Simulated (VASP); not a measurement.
**Pd: single point with PBE**

Pd:

```xyz
1
Lattice="0.0000 2.0227 2.0227 2.0227 0.0000 2.0227 2.0227 2.0227 0.0000" Properties=species:S:1:pos:R:3 pbc="T T T"
Pd    0.0000    0.0000    0.0000
```

This cell differs from its parent crystal: strain +0.040 along x and y, +0.040 along z.

| Quantity | Value |
| --- | --- |
| Program | VASP 6.6.1 |
| Task | single point |
| Functional | PBE |
| Potentials or basis | VASP PAW PBE potentials, release 64 (Pd) |
| Cutoff | 520 eV |
| k mesh | 20 × 20 × 20 |
| Occupations | gaussian, width 0.15 eV |
| Spin | no spin polarisation |
| Dipole correction | no |
| Further INCAR settings | ALGO = Fast; EDIFF = 1e-06; NBANDS = 11 |

```json
{
 "Pressure": "-10.5 GPa",
 "Band gap on the k mesh": "zero (band 5 reaches 8.18 eV, above the bottom of band 6 at 6.88 eV)"
}
```

Levels at points of the mesh, in eV from the Fermi level:
| k point | band 1 | band 2 | band 3 | band 4 | band 5 | band 6 | band 7 | band 8 | band 9 | band 10 |
| --- | --- | --- | --- | --- | --- | --- | --- | --- | --- | --- |
| (0.00, 0.00, 0.00) | -6.28 | -2.36 | -2.36 | -2.36 | -1.03 | -1.03 | 17.07 | 21.20 | 21.20 | 21.20 |
| (0.50, 0.00, 0.00) | -4.46 | -2.39 | -2.39 | -0.03 | -0.03 | 1.27 | 6.46 | 16.40 | 19.96 | 19.96 |
| (0.50, 0.50, 0.00) | -4.49 | -4.25 | -0.06 | 0.22 | 0.22 | 3.37 | 9.64 | 12.58 | 12.58 | 19.92 |

It took 13 s on 1 thread of Intel(R) Xeon(R) 6975P-C (Granite Rapids) (shared host), peak memory 0.17 GiB.

Caveat: the cell differs from its parent crystal (strain +0.040 along x and y, +0.040 along z).
